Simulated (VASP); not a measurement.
RbY2:

```
Rb Y
1.0
     0.00000    3.58925    3.58925
     3.58925    0.00000    3.58925
     3.58925    3.58925    0.00000
Rb Y
1 2
Cartesian
  0.0000 0.0000 0.0000
  1.7946 1.7946 1.7946
  5.3839 5.3839 5.3839
```

* Program: VASP 6.6.1
* Task: relaxation of cell and atoms
* Functional: PBE
* Potentials or basis: VASP PAW PBE potentials, release 64 (Rb_sv, Y_sv)
* Cutoff: 600 eV
* k mesh: 4 × 4 × 4
* Occupations: gaussian, width 0.1 eV
* Spin: no spin polarisation

At the start: pressure 6.6 GPa; volume 30.83 Å³/atom.

**Question.** Where does the relaxation end?

**Answer.** Over 4 steps the energy falls by 236.6 meV/atom and the volume is 44.92 Å³/atom (+45.7 %); space group Fm-3m (No. 225, to 0.1 Å) before and after.

The path:
```csv
step,energy change (eV),largest force (eV/Å),pressure (GPa),volume (Å³)
1,0.0000,0.0000,6.64,92.48
2,-0.5056,0.0000,2.85,110.65
3,-0.7077,0.0000,0.24,132.23
4,-0.7097,0.0000,-0.02,134.77
```

Final structure:
```cif
data_structure
_symmetry_space_group_name_H-M 'P 1'
_symmetry_Int_Tables_number 1
_cell_length_a 5.7549
_cell_length_b 5.7549
_cell_length_c 5.7549
_cell_angle_alpha 60.000
_cell_angle_beta 60.000
_cell_angle_gamma 60.000
_cell_volume 134.77
loop_
_atom_site_label
_atom_site_type_symbol
_atom_site_fract_x
_atom_site_fract_y
_atom_site_fract_z
_atom_site_occupancy
Rb1 Rb 0.00000 0.00000 0.00000 1
Y1 Y 0.25000 0.25000 0.25000 1
Y2 Y 0.75000 0.75000 0.75000 1
```

Caveat: the k points lie up to 0.33 Å⁻¹ apart in the final cell, too coarse for converged energies and pressures of a metal; the volume moved by over 15 % at a fixed basis, so the end points are rough.
